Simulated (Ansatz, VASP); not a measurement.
# Two plane-wave programs on Nb

```xyz
1
Lattice="0.0000 1.9458 2.1996 1.9458 0.0000 2.1996 1.9458 1.9458 0.0000" Properties=species:S:1:pos:R:3 pbc="T T T"
Nb    0.0000    0.0000    0.0000
```

Change from the starting cell: strain -0.080 along x and y, +0.040 along z, atoms carried along.

Alike in both runs: task single point; functional r2SCAN; k mesh 20 × 20 × 20; occupations gaussian, width 0.15 eV; no spin polarisation.

|  | VASP | Ansatz |
| --- | --- | --- |
| version | VASP 6.6.1 | Ansatz 0.2.0 |
| potentials or method | VASP PAW PBE potentials, release 64 (Nb_sv), cutoff 520 eV | scalar-relativistic, plane waves, PAW |
| valence electrons in the cell | 13 | 13 |

|  | VASP | Ansatz | Ansatz less VASP |
| --- | --- | --- | --- |
| gap on the k mesh at the Fermi level (eV) | none | none | - |
| pressure (GPa) | 21.0 | 21.3 | +0.22 |
| traceless stress, the component that is largest in VASP (GPa) | 14.31 | 14.38 | +0.061 |

VASP's potentials were made for PBE, not for r2SCAN. A gap of «none» marks a metal or a gap that the smearing closes.
